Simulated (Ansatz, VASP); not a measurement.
# One calculation of Ge3Te2S, two programs

INCAR

```
PREC = Accurate
ENCUT = 600
EDIFF = 1E-6
ISMEAR = 0
SIGMA = 0.1
LREAL = False
LASPH = True
NELM = 60
ALGO = Normal
ISIF = 3
LWAVE = False
LCHARG = False
GGA = PE
IBRION = 2
NSW = 100
EDIFFG = -0.01
```

File KPOINTS:

```
Automatic mesh
0
Gamma
  6 6 6
```

POSCAR

```
Ge3Te2S
1.0
    3.3787174866      1.9507034504      3.7012687959
   -3.3787174866      1.9507034504      3.7012687959
    0.0000000000     -3.9014069008      3.7012687959
Ge Te S
3 2 1
Direct
    0.0000000000      0.0000000000      0.5000000000
    0.5000000000      0.0000000000      0.0000000000
    0.0000000000      0.5000000000      0.0000000000
    0.3635560526      0.3635560526      0.3635560526
    0.6364439474      0.6364439474      0.6364439474
    0.0000000000      0.0000000000      0.0000000000
```

Input for Ansatz:

```yaml
crystal:
  lattice:
    - [3.3787174866, 1.9507034504, 3.7012687959]
    - [-3.3787174866, 1.9507034504, 3.7012687959]
    - [0.0, -3.9014069008, 3.7012687959]
  atoms:
    - { symbol: Ge, position: [0.0, 0.0, 0.5] }
    - { symbol: Ge, position: [0.5, 0.0, 0.0] }
    - { symbol: Ge, position: [0.0, 0.5, 0.0] }
    - { symbol: Te, position: [0.3635560526, 0.3635560526, 0.3635560526] }
    - { symbol: Te, position: [0.6364439474, 0.6364439474, 0.6364439474] }
    - { symbol: S, position: [0.0, 0.0, 0.0] }
basis:
  ecutwfc: 420
kpoints:
  mp_grid: { grid: [6, 6, 6] }
hamiltonian:
  xc: pbe
scf:
  occupations: { method: gaussian, width: 0.1 }
output:
  forces: true
  stress: true
  eigenvalues: true
  write_density: true
  write_potential: true
  elf: true
  volumetric_format: npy
relax:
  adjacent_minimum: "off"
  f_tol: 0.01
  max_steps: 80
  cell: { stress_tol: 0.05 }
```

Alike in both runs: task relaxation of cell and atoms; functional PBE; k mesh 6 × 6 × 6; occupations gaussian, width 0.1 eV; no spin polarisation.

```csv
,VASP,Ansatz
version,VASP 6.6.1,Ansatz 0.2.0
potentials or method,"VASP PAW PBE potentials, release 64 (Ge_d, Te, S), cutoff 600 eV","scalar-relativistic, plane waves, PAW"
valence electrons in the cell,60,80
```

```tsv
	VASP	Ansatz	Ansatz less VASP
gap on the k mesh at the Fermi level, each at its own relaxed structure (eV)	none	none	-
relaxed volume (Å³/atom)	24.71	24.72	+0.012
relaxed cell length with the largest relative difference (Å)	5.410	5.410	-0.0004
```

A gap of «none» marks a metal or a gap that the smearing closes. VASP's potentials hold 60 valence electrons a cell and Ansatz's 80, so a difference there can come from the potentials and not from the codes.

Spin-orbit coupling is off throughout.
